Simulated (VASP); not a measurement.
# ZrAl5N6 (P4/mmm) in VASP: a series of runs, part 2 of 2

VASP 6.6.1.

**3. Single point, PBE**

This run uses another cell than the first one, of 9.34 Å³/atom.

Input file INCAR:

```
SYSTEM = ZrAl5N6
PREC = Accurate ; ENCUT = 520
EDIFF = 1E-6 ; ISMEAR = 0
SIGMA = 0.1 ; LREAL = .False.
LASPH = .True. ; NELM = 60
ALGO = Normal ; ISIF = 2
LWAVE = .False. ; LCHARG = .False.
GGA = PE ; NBANDS = 40
```

Input file KPOINTS:

```
Automatic mesh
0
Gamma
  12 12 4
  0 0 0
```

Input file POSCAR:

```
ZrAl5N6
1.0
    2.9913749048      0.0000000000      0.0000000000
    0.0000000000      2.9913749048      0.0000000000
    0.0000000000      0.0000000000     12.5307733654
Zr Al N
1 5 6
Direct
    0.0000000000      0.0000000000      0.0000000000
    0.0000000000      0.0000000000      0.6577682412
    0.5000000000      0.5000000000      0.8170157187
    0.5000000000      0.5000000000      0.1829842813
    0.0000000000      0.0000000000      0.3422317588
    0.5000000000      0.5000000000      0.5000000000
    0.0000000000      0.0000000000      0.8154049429
    0.5000000000      0.5000000000      0.0000000000
    0.0000000000      0.0000000000      0.1845950571
    0.5000000000      0.5000000000      0.3417842598
    0.0000000000      0.0000000000      0.5000000000
    0.5000000000      0.5000000000      0.6582157402
```

Potentials or basis: VASP PAW PBE potentials, release 64 (Zr_sv, Al, N).

On the command line:

```console
$ cat potpaw_PBE.64/Zr_sv/POTCAR potpaw_PBE.64/Al/POTCAR potpaw_PBE.64/N/POTCAR > POTCAR
$ mpirun -np 1 vasp_std > vasp.out
```

OUTCAR:

```text
SYSTEM = ZrAl5N6
   PREC = Accurate
   ENCUT = 520
   EDIFF = 1E-6
   ISMEAR = 0
   LREAL = .False.
   LASPH = .True.
   NELM = 60
   ISIF = 2
   GGA = PE

 ion  position               nearest neighbor table
   1  0.000  0.000  0.000-   8 2.12   8 2.12   8 2.12   8 2.12   9 2.31   7 2.31   4 3.12   4 3.12
                             3 3.12   4 3.12   3 3.12   3 3.12   4 3.12   3 3.12
   2  0.000  0.000  0.658-   7 1.98  11 1.98  12 2.12  12 2.12  12 2.12  12 2.12   6 2.90   6 2.90
                             6 2.90   6 2.90   3 2.91   3 2.91   3 2.91   3 2.91
   3  0.500  0.500  0.817-  12 1.99   7 2.12   7 2.12   7 2.12   7 2.12   8 2.29   2 2.91   2 2.91
                             2 2.91   2 2.91   1 3.12   1 3.12   1 3.12   1 3.12
   4  0.500  0.500  0.183-  10 1.99   9 2.12   9 2.12   9 2.12   9 2.12   8 2.29   5 2.91   5 2.91
                             5 2.91   5 2.91   1 3.12   1 3.12   1 3.12   1 3.12
   5  0.000  0.000  0.342-   9 1.98  11 1.98  10 2.12  10 2.12  10 2.12  10 2.12   6 2.90   6 2.90
                             6 2.90   6 2.90   4 2.91   4 2.91   4 2.91   4 2.91
   6  0.500  0.500  0.500-  10 1.98  12 1.98  11 2.12  11 2.12  11 2.12  11 2.12   5 2.90   5 2.90
                             2 2.90   5 2.90   2 2.90   2 2.90   5 2.90   2 2.90
   7  0.000  0.000  0.815-   2 1.98   3 2.12   3 2.12   3 2.12   3 2.12   1 2.31
   8  0.500  0.500  0.000-   1 2.12   1 2.12   1 2.12   1 2.12   4 2.29   3 2.29
[... 1255 lines left out ...]
  --------------------------------------------------------------------------------------
  -------------------------------------------------------------------------------------
  Total       -0.0499756     -0.0499756     -0.1025845      0.0000000      0.0000000      0.0000000
  in kB       -0.7140836     -0.7140836     -1.4657932      0.0000000      0.0000000      0.0000000
  external PRESSURE =      -0.9646535 kB  Pullay stress =       0.0000000 kB

 VOLUME and BASIS-vectors are now :
 -----------------------------------------------------------------------------
  energy-cutoff  :      520.00
  volume of cell :      112.13
      direct lattice vectors                 reciprocal lattice vectors
     2.991374905  0.000000000  0.000000000     0.334294440  0.000000000  0.000000000
     0.000000000  2.991374905  0.000000000     0.000000000  0.334294440  0.000000000
     0.000000000  0.000000000 12.530773365     0.000000000  0.000000000  0.079803534

 POSITION                                       TOTAL-FORCE (eV/Angst)
 -----------------------------------------------------------------------------------
      0.00000      0.00000      0.00000         0.000000     -0.000000     -0.000000
      0.00000      0.00000      8.24234         0.000000     -0.000000      0.001124
      1.49569      1.49569     10.23784         0.000000      0.000000     -0.002682
      1.49569      1.49569      2.29293         0.000000     -0.000000      0.002682
      0.00000      0.00000      4.28843         0.000000     -0.000000     -0.001124
      1.49569      1.49569      6.26539         0.000000     -0.000000     -0.000000
      0.00000      0.00000     10.21765         0.000000     -0.000000     -0.010927
      1.49569      1.49569      0.00000         0.000000     -0.000000     -0.000000
      0.00000      0.00000      2.31312        -0.000000     -0.000000      0.010927
      1.49569      1.49569      4.28282         0.000000      0.000000      0.001304
      0.00000      0.00000      6.26539         0.000000     -0.000000     -0.000000
      1.49569      1.49569      8.24795        -0.000000      0.000000     -0.001304
 -----------------------------------------------------------------------------------
    total drift:                                0.000000     -0.000000     -0.000000

  FREE ENERGIE OF THE ION-ELECTRON SYSTEM (eV)
  ---------------------------------------------------
  free  energy   TOTEN  =       -91.0064311577 eV

  energy  without entropy=      -90.9960302679  energy(sigma->0) =      -91.00123071
```

stdout:

```text
POSCAR found type information on POSCAR ZrAlN
 POSCAR found :  3 types and      12 ions
 scaLAPACK will be used
 LDA part: xc-table for (Slater+PW92), standard interpolation
 POSCAR, INCAR and KPOINTS ok, starting setup
 FFT: planning ... GRIDC
 FFT: planning ... GRID_SOFT
 FFT: planning ... GRID
 WAVECAR not read
 entering main loop
```

It took 3.8 min on 1 thread of AMD EPYC 9R45 (Zen 5), shared host; peak memory 0.39 GiB.

What came out:

```
Free energy            : -91.0064 eV
Pressure               : -0.1 GPa
Largest force          : 0.011 eV/Å
Band gap on the k mesh : zero (an odd number of electrons rules out a gap without spin polarisation)
```

Forces on the atoms (eV/Å):
```
Zr   0.000  0.000  0.000
Al   0.000  0.000  0.001
Al   0.000  0.000 -0.003
Al   0.000  0.000  0.003
Al   0.000  0.000 -0.001
Al   0.000  0.000  0.000
N    0.000  0.000 -0.011
N    0.000  0.000  0.000
N    0.000  0.000  0.011
N    0.000  0.000  0.001
N    0.000  0.000  0.000
N    0.000  0.000 -0.001
```

Stress tensor (GPa, compression positive):
```
-0.07  0.00  0.00
 0.00 -0.07  0.00
 0.00  0.00 -0.15
```

**4. Single point, PBE, collinear spin**

This run uses another cell than the first one, of 9.34 Å³/atom.

Input file INCAR:

```
ALGO = Normal ; EDIFF = 1E-6
ENCUT = 520 ; GGA = PE
ISIF = 2 ; ISMEAR = 0
ISPIN = 2 ; LASPH = True
LCHARG = False ; LMAXMIX = 4
LORBIT = 11 ; LREAL = False
LWAVE = False ; MAGMOM = 1 0 0 0 0 0 0 0 0 0 0 0
NBANDS = 44 ; NELM = 150
PREC = Accurate ; SIGMA = 0.1
```

Input file KPOINTS:

```
k-points
0
Gamma
  6 6 2
```

Input file POSCAR:

```
ZrAl5N6
1.0
    2.9886358714      0.0000000000      0.0000000000
    0.0000000000      2.9886358714      0.0000000000
    0.0000000000      0.0000000000     12.5512551590
Zr Al N
1 5 6
Direct
    0.0000000000      0.0000000000      0.0000000000
    0.0000000000      0.0000000000      0.6576348563
    0.5000000000      0.5000000000      0.8166183101
    0.5000000000      0.5000000000      0.1833816899
    0.0000000000      0.0000000000      0.3423651437
    0.5000000000      0.5000000000      0.5000000000
    0.0000000000      0.0000000000      0.8151598782
    0.5000000000      0.5000000000      0.0000000000
    0.0000000000      0.0000000000      0.1848401218
    0.5000000000      0.5000000000      0.3419560267
    0.0000000000      0.0000000000      0.5000000000
    0.5000000000      0.5000000000      0.6580439733
```

On the command line:

```console
$ cat potpaw_PBE.64/Zr_sv/POTCAR potpaw_PBE.64/Al/POTCAR potpaw_PBE.64/N/POTCAR > POTCAR
$ mpirun -np 1 vasp_std > vasp.out
```

Wall time 2.6 min (1 thread of AMD EPYC 9R45 (Zen 5), shared host); peak memory 0.31 GiB.

It converged, with:

```yaml
Free_energy: -91.0372 eV
Pressure: -0.1 GPa
Largest_force: 0.008 eV/Å
Net_moment: 0.00 μB per cell
Valence_electrons_inside_the_program's_atomic_spheres: Zr 10.16; Al 0.69, 0.65 (each value once); N 3.78, 3.82 (each value once)
```

Forces in eV/Å, atoms in the order of the input:
```
Zr   0.000  0.000  0.000
Al   0.000  0.000 -0.001
Al   0.000  0.000 -0.008
Al   0.000  0.000  0.008
Al   0.000  0.000  0.001
Al   0.000  0.000  0.000
N    0.000  0.000 -0.004
N    0.000  0.000  0.000
N    0.000  0.000  0.004
N    0.000  0.000  0.001
N    0.000  0.000  0.000
N    0.000  0.000 -0.001
```

Stress tensor (GPa, compression positive):
```
-0.06  0.00  0.00
 0.00 -0.06  0.00
 0.00  0.00 -0.20
```

Levels at points of the mesh, in eV from the Fermi level:
Spin up:
| k point | band 26 | band 27 | band 28 | band 29 | band 30 | band 31 |
| --- | --- | --- | --- | --- | --- | --- |
| (0.00, 0.00, 0.00) | -2.79 | -2.78 | -2.43 | -2.43 | 0.99 | 1.79 |
| (0.50, 0.00, 0.00) | -3.54 | -3.54 | -3.53 | 2.78 | 3.01 | 3.19 |
| (0.50, 0.50, 0.00) | -4.49 | -3.19 | -3.19 | -0.85 | -0.85 | 0.59 |
| (0.00, 0.00, 0.50) | -2.62 | -2.62 | -2.59 | -2.59 | 1.33 | 1.76 |
| (0.50, 0.00, 0.50) | -3.57 | -3.57 | -3.53 | 2.51 | 2.97 | 3.19 |
| (0.50, 0.50, 0.50) | -4.72 | -3.23 | -3.23 | -0.74 | -0.74 | 0.92 |
Spin down:
| k point | band 24 | band 25 | band 26 | band 27 | band 28 | band 29 | band 30 | band 31 | band 32 | band 33 |
| --- | --- | --- | --- | --- | --- | --- | --- | --- | --- | --- |
| (0.00, 0.00, 0.00) | -2.88 | -2.79 | -2.79 | -2.78 | -2.43 | -2.43 | 0.99 | 1.79 | 2.57 | 2.57 |
| (0.50, 0.00, 0.00) | -3.61 | -3.57 | -3.54 | -3.54 | -3.53 | 2.78 | 3.01 | 3.19 | 3.30 | 3.33 |
| (0.50, 0.50, 0.00) | -5.16 | -5.16 | -4.49 | -3.19 | -3.19 | -0.85 | -0.85 | 0.59 | 2.33 | 2.82 |
| (0.00, 0.00, 0.50) | -3.36 | -2.78 | -2.62 | -2.62 | -2.59 | -2.59 | 1.33 | 1.76 | 2.57 | 2.57 |
| (0.50, 0.00, 0.50) | -3.60 | -3.58 | -3.57 | -3.57 | -3.53 | 2.51 | 2.97 | 3.19 | 3.33 | 3.68 |
| (0.50, 0.50, 0.50) | -5.26 | -5.26 | -4.72 | -3.23 | -3.23 | -0.74 | -0.74 | 0.92 | 1.95 | 2.75 |

**5. Summary**

| task | spin | cell | k mesh | cutoff (eV) | gap on the mesh (eV) | pressure (GPa) | largest force (eV/Å) |
| --- | --- | --- | --- | --- | --- | --- | --- |
| relaxation of cell and atoms | off | relaxed from a = 3.330, b = 3.330, c = 14.130 Å, 12 atoms, atomic positions A | 6 × 6 × 2 | 600 | none | 0.2 | 0.04 |
| single point | off | a = 2.991, b = 2.991, c = 12.531 Å, 12 atoms, atomic positions B | 12 × 12 × 4 | 520 | none | -0.1 | 0.01 |
| single point | collinear | a = 2.989, b = 2.989, c = 12.551 Å, 12 atoms, atomic positions C | 6 × 6 × 2 | 520 | none | -0.1 | 0.01 |

Alike in all rows: level PBE; potentials or basis VASP PAW PBE potentials, release 64 (Zr_sv, Al, N); smearing gaussian 0.1 eV.

Caveats: the volume moved by over 15 % at a fixed basis, so the end points are rough (at least some runs).

Absolute energies hang on the potentials; compare differences alone.
